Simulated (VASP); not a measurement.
# Ti in VASP: a series of runs

The runs below take Ti through single point, with LDA.

Program: VASP 6.6.1. These are calculated values, not measurements. Logs are shortened: lines on timing, memory, paths and dates and some standing lists are left out, and cuts for length are marked.

## 1. The cell of the first run

Symmetry: Amm2, No. 38, orthorhombic system. The conventional cell has a = 2.770 Å, b = 7.709 Å, c = 4.451 Å, α = 90.00°, β = 90.00°, γ = 90.00°. Within 3.6 Å of Ti (site symmetry mm2) lie 14 Ti at 2.70 to 3.15 Å. Ti (site symmetry m) has 11 Ti at 2.57 to 3.15 Å within 3.4 Å.

## 2. Single point, LDA (atoms displaced along a vibrational mode)

INCAR reads:

```
SYSTEM = Ti
PREC = Accurate
ENCUT = 520
EDIFF = 1E-6
ISMEAR = 0
SIGMA = 0.15
LREAL = .FALSE.
LASPH = .TRUE.
NELM = 60
ALGO = Fast
ISIF = 2
LWAVE = .FALSE.
LCHARG = .FALSE.
GGA = CA
NBANDS = 25
```

KPOINTS reads:

```
Automatic mesh
0
G
  12 12 14
  0 0 0
```

POSCAR reads:

```
Ti
1.0
    4.4510581778      0.0000000000      0.0000000000
   -2.2255290889      3.8547294557      0.0000000000
    0.0000000000      0.0000000000      2.7704392760
Ti
3
Direct
   -0.0442591384      0.0000000000      0.0000000000
    0.3554629025      0.6666666667      0.5000000000
    0.6887962359      0.3333333333      0.5000000000
```

Potentials or basis: VASP PAW LDA potentials, release 64 (Ti_sv).

Launch:

```console
cat potpaw_LDA.64/Ti_sv/POTCAR > POTCAR
mpirun -np 1 vasp_std > vasp.out
```

OUTCAR:

```text
SYSTEM = Ti
   PREC = Accurate
   ENCUT = 520
   EDIFF = 1E-6
   ISMEAR = 0
   LREAL = .FALSE.
   LASPH = .TRUE.
   NELM = 60
   ISIF = 2
   GGA = CA

 ion  position               nearest neighbor table
   1  0.956  0.000  0.000-   3 2.70   3 2.70   2 2.70   2 2.70
   2  0.355  0.667  0.500-   3 2.57   3 2.57   3 2.57   1 2.70   1 2.70
   3  0.689  0.333  0.500-   2 2.57   2 2.57   2 2.57   1 2.70   1 2.70

  LATTYP: Found a hexagonal cell.
 ALAT       =     4.4510581778
 C/A-ratio  =     0.6224226162

  Lattice vectors:

 A1 = (   4.4510581778,   0.0000000000,   0.0000000000)
 A2 = (  -2.2255290889,   3.8547294557,   0.0000000000)
 A3 = (   0.0000000000,   0.0000000000,   2.7704392760)

Analysis of symmetry for initial positions (statically):
=====================================================================
 Subroutine PRICEL returns:
 Original cell was already a primitive cell.

 Routine SETGRP: Setting up the symmetry group for a
 hexagonal supercell.

 Subroutine GETGRP returns: Found  4 space group operations
 (whereof  4 operations were pure point group operations)
 out of a pool of 24 trial point group operations.

The static configuration has the point symmetry C_2v.

Analysis of symmetry for dynamics (positions and initial velocities):
=====================================================================
 Subroutine PRICEL returns:
 Original cell was already a primitive cell.

 Routine SETGRP: Setting up the symmetry group for a
 hexagonal supercell.

 Subroutine GETGRP returns: Found  4 space group operations
 (whereof  4 operations were pure point group operations)
 out of a pool of 24 trial point group operations.

The dynamic configuration has the point symmetry C_2v.

 Subroutine INISYM returns: Found  4 space group operations
 (whereof  4 operations are pure point group operations),
 and found     1 'primitive' translations

----------------------------------------------------------------------------------------

                                     Primitive cell

  volume of cell :      47.5342

  direct lattice vectors                    reciprocal lattice vectors
     4.451058178  0.000000000  0.000000000     0.224665677  0.129710789  0.000000000
    -2.225529089  3.854729456  0.000000000     0.000000000  0.259421578  0.000000000
     0.000000000  0.000000000  2.770439276     0.000000000  0.000000000  0.360953589

  length of vectors
     4.451058178  4.451058178  2.770439276     0.259421578  0.259421578  0.360953589
[... 77 lines left out ...]
   ISPIN  =      1    spin polarized calculation?
   LNONCOLLINEAR =      F non collinear calculations
   LSORBIT =      F    spin-orbit coupling
   LASPH  =      T    aspherical Exc in radial PAW
   ENCUT  =  520.0 eV  38.22 Ry    6.18 a.u.   8.28  8.28  5.15*2*pi/ulx,y,z
   NELM   =     60;   NELMIN=  2; NELMDL= -5     # of ELM steps
   EDIFF  = 0.1E-05   stopping-criterion for ELM
   LREAL  =      F    real-space projection
   EDIFFG = 0.1E-04   stopping-criterion for IOM
   NSW    =      0    number of steps for IOM
   IBRION =     -1    ionic relax: 0-MD 1-quasi-New 2-CG
   NFREE  =      0    steps in history (QN), initial steepest desc. (CG)
   ISIF   =      2    stress and relaxation
   ISYM   =      2    0-nonsym 1-usesym 2-fastsym
   POTIM  = 0.5000    time-step for ionic-motion
   TEBEG  =    0.0;   TEEND  =   0.0 temperature during run
   PSTRESS=    0.0 pullay stress
   NELECT =      36.0000    total number of electrons
   NUPDOWN=      -1.0000    fix difference up-down
   EMIN   =  10.00;   EMAX   =-10.00  energy-range for DOS
   EFERMI =   0.00;   METHOD = LEGACY
   ISMEAR =     0;   SIGMA  =   0.15  broadening in eV -4-tet -1-fermi 0-gaus
   EFERMI_NEDOS =   21; number of points for ismear=-14 and -15
   IALGO  =     68    algorithm
   IMIX   =      4    mixing-type and parameters
     AMIX     =   0.40;   BMIX     =  1.00
     AMIX_MAG =   1.60;   BMIX_MAG =  1.00
  volume/ion in A,a.u.               =      15.84       106.93
  Fermi-wavevector in a.u.,A,eV,Ry     =   1.492246  2.819936 30.297424  2.226798
  Thomas-Fermi vector in A             =   2.604798
   LORBIT       =      0    0 simple, 1 ext, 2 COOP (PROOUT), +10 PAW based schemes
   GGA     = CA    functional components
   LHFCALC =     F    Hartree Fock is set to
   AEXX    =    0.0000 exact exchange contribution
   IVDW    =     0    specifies the selected vdW correction
   LEPSILON=     F    determine dielectric tensor
   LRPA    =     F    only Hartree local field effects (RPA)
 non-spin polarized calculation
 RMM-DIIS sequential band-by-band and
 Gauss-broadening in eV      SIGMA  =   0.15
  energy-cutoff  :      520.00
  volume of cell :       47.53
 maximum number of plane-waves:      1313
 NGX is ok and might be reduce to    36
   NGX = 17   NGY = 17   NGZ = 11

 number of electron      36.0000001 magnetization

 Free energy of the ion-electron system (eV)
  ---------------------------------------------------
  ext. energy  EPLUGINS =         0.00000000
  ---------------------------------------------------
  free energy    TOTEN  =       -25.53852444 eV

  energy without entropy =      -25.50852247  energy(sigma->0) =      -25.52352345

 E-fermi :   8.9606     XC(G=0): -12.2055

 val. band max:        8.9594388137   @ k =  -0.1667   0.4167   0.0000
 cond. band min:       8.9642092721   @ k =   0.0000   0.2500   0.0714
 fundamental gap:      0.0047704584
 Fermi energy:         8.9605833992

 k-point     1 :       0.0000    0.0000    0.0000
  band No.  band energies     occupation
      1     -47.0355      2.00000
      2     -46.7898      2.00000
      3     -46.6038      2.00000
      4     -23.9270      2.00000
      5     -23.9163      2.00000
      6     -23.6200      2.00000
[... 661 lines left out ...]
     24      11.4854      0.00000
     25      11.4911      0.00000

 [... further k-points ...]
[... 5 lines left out ...]
  --------------------------------------------------------------------------------------
  -------------------------------------------------------------------------------------
  Total        0.9038998      0.5179603     -0.1506910      0.0000000      0.0000000      0.0000000
  in kB       30.4666739     17.4582709     -5.0791610      0.0000000      0.0000000      0.0000000
  external PRESSURE =      14.2819280 kB  Pullay stress =       0.0000000 kB

 VOLUME and BASIS-vectors are now :
 -----------------------------------------------------------------------------
  energy-cutoff  :      520.00
  volume of cell :       47.53
      direct lattice vectors                 reciprocal lattice vectors
     4.451058178  0.000000000  0.000000000     0.224665677  0.129710789  0.000000000
    -2.225529089  3.854729456  0.000000000     0.000000000  0.259421578  0.000000000
     0.000000000  0.000000000  2.770439276     0.000000000  0.000000000  0.360953589

 POSITION                                       TOTAL-FORCE (eV/Angst)
 -----------------------------------------------------------------------------------
      4.25406      0.00000      0.00000         1.556410      0.000000      0.000000
      0.09850      2.56982      1.38522        -0.778205     -0.316750      0.000000
      2.32403      1.28491      1.38522        -0.778205      0.316750      0.000000
 -----------------------------------------------------------------------------------
    total drift:                                0.002881      0.000000      0.000000

  FREE ENERGIE OF THE ION-ELECTRON SYSTEM (eV)
  ---------------------------------------------------
  free  energy   TOTEN  =       -25.5385244376 eV

  energy  without entropy=      -25.5085224700  energy(sigma->0) =      -25.52352345
```

stdout:

```text
POSCAR found type information on POSCAR Ti
 POSCAR found :  1 types and       3 ions
 scaLAPACK will be used
 LDA part: xc-table for (Slater(with rela. corr.)+CA(PZ))
 , standard interpolation
 POSCAR, INCAR and KPOINTS ok, starting setup
 FFT: planning ... GRIDC
 FFT: planning ... GRID_SOFT
 FFT: planning ... GRID
 WAVECAR not read
 entering main loop
WARNING in EDDRMM: call to ZHEGV failed, returncode =   8  4      9
WARNING in EDDRMM: call to ZHEGV failed, returncode =   8  4      8
WARNING in EDDRMM: call to ZHEGV failed, returncode =   6  3     22
WARNING in EDDRMM: call to ZHEGV failed, returncode =   8  4      4
WARNING in EDDRMM: call to ZHEGV failed, returncode =   8  4      6
WARNING in EDDRMM: call to ZHEGV failed, returncode =   6  3      9
WARNING in EDDRMM: call to ZHEGV failed, returncode =   8  4      9
WARNING in EDDRMM: call to ZHEGV failed, returncode =   8  4      9
WARNING in EDDRMM: call to ZHEGV failed, returncode =   6  3     23
WARNING in EDDRMM: call to ZHEGV failed, returncode =   8  4      9
[... 30 lines left out ...]
WARNING in EDDRMM: call to ZHEGV failed, returncode =   8  4     15
WARNING in EDDRMM: call to ZHEGV failed, returncode =   6  3     14
WARNING in EDDRMM: call to ZHEGV failed, returncode =   6  3     15
WARNING in EDDRMM: call to ZHEGV failed, returncode =   6  3      8
WARNING in EDDRMM: call to ZHEGV failed, returncode =   6  3     23
WARNING in EDDRMM: call to ZHEGV failed, returncode =   6  3     22
WARNING in EDDRMM: call to ZHEGV failed, returncode =   6  3     12
WARNING in EDDRMM: call to ZHEGV failed, returncode =   8  4      5
WARNING in EDDRMM: call to ZHEGV failed, returncode =   8  4      7
WARNING in EDDRMM: call to ZHEGV failed, returncode =   8  4      8
```

Run time: 22 min. Hardware: 1 thread of Intel Xeon Platinum 8375C at 2.90GHz (Ice Lake), shared host; peak memory 0.4 GiB.

Results:

```yaml
Free_energy: -25.5385 eV
Pressure: 1.4 GPa
Largest_force: 1.556 eV/Å
Band_gap_on_the_k_mesh: zero (bands 18 and 19 overlap by 0.41 eV)
```

Forces on the atoms (eV/Å):
```
Ti   1.556  0.000  0.000
Ti  -0.778 -0.317  0.000
Ti  -0.778  0.317  0.000
```

Caveat: the cell differs from its parent crystal (atoms displaced along a vibrational mode); forces of over 1 eV/Å act on the atoms, so gaps and moduli don't describe the material at rest.

## 3. Single point, LDA (atoms displaced along a vibrational mode)

INCAR reads:

```
PREC = Accurate
ENCUT = 520
EDIFF = 1E-6
ISMEAR = 0
SIGMA = 0.15
LREAL = F
LASPH = T
NELM = 80
ALGO = Fast
ISIF = 2
LWAVE = F
LCHARG = F
NBANDS = 25
```

KPOINTS reads:

```
Automatic mesh
0
Gamma
  12 12 14
```

POSCAR reads:

```
Ti
1.0
    4.4510581778      0.0000000000      0.0000000000
   -2.2255290889      3.8547294557      0.0000000000
    0.0000000000      0.0000000000      2.7704392760
Ti
3
Direct
   -0.0294986034      0.0000000000      0.0000000000
    0.3480826350      0.6666666667      0.5000000000
    0.6814159684      0.3333333333      0.5000000000
```

Potentials or basis: VASP PAW LDA potentials, release 64 (Ti_sv).

Launch:

```console
cat potpaw_LDA.64/Ti_sv/POTCAR > POTCAR
mpirun -np 1 vasp_std > vasp.out
```

OUTCAR:

```text
PREC = Accurate
   ENCUT = 520
   EDIFF = 1E-6
   ISMEAR = 0
   LREAL = F
   LASPH = T
   NELM = 80
   ISIF = 2

 ion  position               nearest neighbor table
   1  0.971  0.000  0.000-   3 2.77   3 2.77   2 2.77   2 2.77
   2  0.348  0.667  0.500-   3 2.57   3 2.57   3 2.57   1 2.77   1 2.77
   3  0.681  0.333  0.500-   2 2.57   2 2.57   2 2.57   1 2.77   1 2.77

  LATTYP: Found a hexagonal cell.
 ALAT       =     4.4510581778
 C/A-ratio  =     0.6224226162

  Lattice vectors:

 A1 = (   4.4510581778,   0.0000000000,   0.0000000000)
[... 194 lines left out ...]
      5     -23.8687      2.00000
      6     -23.6712      2.00000
[... 661 lines left out ...]
     24      11.4563      0.00000
     25      11.5291      0.00000

 [... further k-points ...]
[... 5 lines left out ...]
  --------------------------------------------------------------------------------------
  -------------------------------------------------------------------------------------
  Total        0.5921651      0.3216181     -0.0266145      0.0000000      0.0000000      0.0000000
  in kB       19.9594052     10.8403974     -0.8970648      0.0000000      0.0000000      0.0000000
  external PRESSURE =       9.9675793 kB  Pullay stress =       0.0000000 kB

 VOLUME and BASIS-vectors are now :
 -----------------------------------------------------------------------------
  energy-cutoff  :      520.00
  volume of cell :       47.53
      direct lattice vectors                 reciprocal lattice vectors
     4.451058178  0.000000000  0.000000000     0.224665677  0.129710789  0.000000000
    -2.225529089  3.854729456  0.000000000     0.000000000  0.259421578  0.000000000
     0.000000000  0.000000000  2.770439276     0.000000000  0.000000000  0.360953589

 POSITION                                       TOTAL-FORCE (eV/Angst)
 -----------------------------------------------------------------------------------
      4.31976      0.00000      0.00000         0.883016      0.000000      0.000000
      0.06565      2.56982      1.38522        -0.441508     -0.146775      0.000000
      2.29118      1.28491      1.38522        -0.441508      0.146775      0.000000
 -----------------------------------------------------------------------------------
    total drift:                                0.001438     -0.000000      0.000000

  FREE ENERGIE OF THE ION-ELECTRON SYSTEM (eV)
  ---------------------------------------------------
  free  energy   TOTEN  =       -25.6575210839 eV

  energy  without entropy=      -25.6267156032  energy(sigma->0) =      -25.64211834
```

stdout:

```text
POSCAR found type information on POSCAR Ti
 POSCAR found :  1 types and       3 ions
 scaLAPACK will be used
 LDA part: xc-table for (Slater(with rela. corr.)+CA(PZ))
 , standard interpolation
 POSCAR, INCAR and KPOINTS ok, starting setup
 FFT: planning ... GRIDC
 FFT: planning ... GRID_SOFT
 FFT: planning ... GRID
 WAVECAR not read
 entering main loop
WARNING in EDDRMM: call to ZHEGV failed, returncode =   6  3     18
WARNING in EDDRMM: call to ZHEGV failed, returncode =   6  3     14
WARNING in EDDRMM: call to ZHEGV failed, returncode =   8  4      8
WARNING in EDDRMM: call to ZHEGV failed, returncode =   8  4     12
WARNING in EDDRMM: call to ZHEGV failed, returncode =   6  3      7
WARNING in EDDRMM: call to ZHEGV failed, returncode =   8  4     11
WARNING in EDDRMM: call to ZHEGV failed, returncode =   6  3      4
WARNING in EDDRMM: call to ZHEGV failed, returncode =   8  4      5
WARNING in EDDRMM: call to ZHEGV failed, returncode =   8  4     24
WARNING in EDDRMM: call to ZHEGV failed, returncode =   6  3      4
[... 15 lines left out ...]
WARNING in EDDRMM: call to ZHEGV failed, returncode =   8  4      4
WARNING in EDDRMM: call to ZHEGV failed, returncode =   8  4      8
WARNING in EDDRMM: call to ZHEGV failed, returncode =   6  3     11
WARNING in EDDRMM: call to ZHEGV failed, returncode =   8  4      8
WARNING in EDDRMM: call to ZHEGV failed, returncode =   8  4      8
WARNING in EDDRMM: call to ZHEGV failed, returncode =   8  4     15
WARNING in EDDRMM: call to ZHEGV failed, returncode =   6  3      6
WARNING in EDDRMM: call to ZHEGV failed, returncode =   8  4      4
WARNING in EDDRMM: call to ZHEGV failed, returncode =   8  4      7
WARNING in EDDRMM: call to ZHEGV failed, returncode =   8  4     10
```

Run time: 22 min. Hardware: 1 thread of Intel Xeon Platinum 8375C at 2.90GHz (Ice Lake), shared host; peak memory 0.4 GiB.

What came out:

```yaml
Free_energy: -25.6575 eV
Pressure: 1.0 GPa
Largest_force: 0.883 eV/Å
Band_gap_on_the_k_mesh: zero (bands 18 and 19 overlap by 0.42 eV)
```

Forces in eV/Å, atoms in the order of the input:
```
Ti   0.883  0.000  0.000
Ti  -0.442 -0.147  0.000
Ti  -0.442  0.147  0.000
```

Caveat: the cell differs from its parent crystal (atoms displaced along a vibrational mode).

## 4. Single point, LDA (atoms displaced along several vibrational modes)

INCAR reads:

```
ALGO = Fast
EDIFF = 1E-6
ENCUT = 520
GGA = CA
ISIF = 2
ISMEAR = 0
LASPH = True
LCHARG = False
LREAL = False
LWAVE = False
NBANDS = 25
NELM = 80
PREC = Accurate
SIGMA = 0.15
```

KPOINTS reads:

```
k-points
0
Gamma
  12 12 14
```

POSCAR reads:

```
Ti
1.0
    4.4510581778      0.0000000000      0.0000000000
   -2.2255290889      3.8547294557      0.0000000000
    0.0000000000      0.0000000000      2.7704392760
Ti
3
Direct
   -0.0294986034      0.0000000000      0.0000000000
    0.3480826350      0.6666666667      0.4742640091
    0.6814159684      0.3333333333      0.5257359909
```

Launch:

```console
cat potpaw_LDA.64/Ti_sv/POTCAR > POTCAR
mpirun -np 1 vasp_std > vasp.out
```

Run time: 61 min. Hardware: 1 thread of Oxide Virtual Turin-like, shared host; peak memory 0.52 GiB.

Results (log left out):

```
Free energy            : -25.6429 eV
Pressure               : 1.1 GPa
Largest force          : 0.862 eV/Å
Band gap on the k mesh : zero (bands 18 and 19 overlap by 0.42 eV)
```

Forces on the atoms (eV/Å):
```
Ti   0.862  0.000  0.000
Ti  -0.431 -0.144  0.209
Ti  -0.431  0.144 -0.209
```

Stress tensor (GPa, compression positive):
```
 1.87  0.00  0.00
 0.00  0.99 -0.04
 0.00 -0.04  0.33
```

Levels at points of the mesh, in eV from the Fermi level:
```csv
k point,band 14,band 15,band 16,band 17,band 18,band 19,band 20,band 21,band 22,band 23
"(0.00, 0.00, 0.00)",-2.19,-0.78,-0.77,-0.50,-0.49,0.02,0.88,1.28,1.38,1.71
"(0.50, 0.00, 0.00)",-3.46,-2.78,-0.78,-0.58,-0.25,0.28,0.66,1.02,1.52,1.95
"(0.00, 0.50, 0.00)",-3.47,-2.80,-0.75,-0.43,-0.29,0.10,0.62,1.03,1.48,2.10
"(0.00, 0.00, 0.50)",-2.35,-2.14,-1.71,-1.68,-1.62,0.84,0.85,1.65,1.66,3.16
"(0.50, 0.00, 0.50)",-2.17,-1.87,-1.29,-0.74,-0.57,0.32,0.88,1.16,1.22,2.48
"(0.00, 0.50, 0.50)",-2.18,-1.87,-1.41,-0.74,-0.55,0.26,0.96,1.21,1.36,2.42
```

Caveat: the cell differs from its parent crystal (atoms displaced along several vibrational modes).

## 5. The runs side by side

| cell | gap on the mesh (eV) | pressure (GPa) | largest force (eV/Å) |
| --- | --- | --- | --- |
| as given, atomic positions A | none | 1.4 | 1.56 |
| as given, atomic positions B | none | 1.0 | 0.88 |
| as given, atomic positions C | none | 1.1 | 0.86 |

Alike in all rows: task single point; level LDA; potentials or basis VASP PAW LDA potentials, release 64 (Ti_sv); no spin polarisation; k mesh 12 × 12 × 14; cutoff (eV) 520; smearing gaussian 0.15 eV.

Caveats: forces of over 1 eV/Å act on the atoms, so gaps and moduli don't describe the material at rest (at least some runs).

Absolute energies hang on the potentials; compare differences alone.
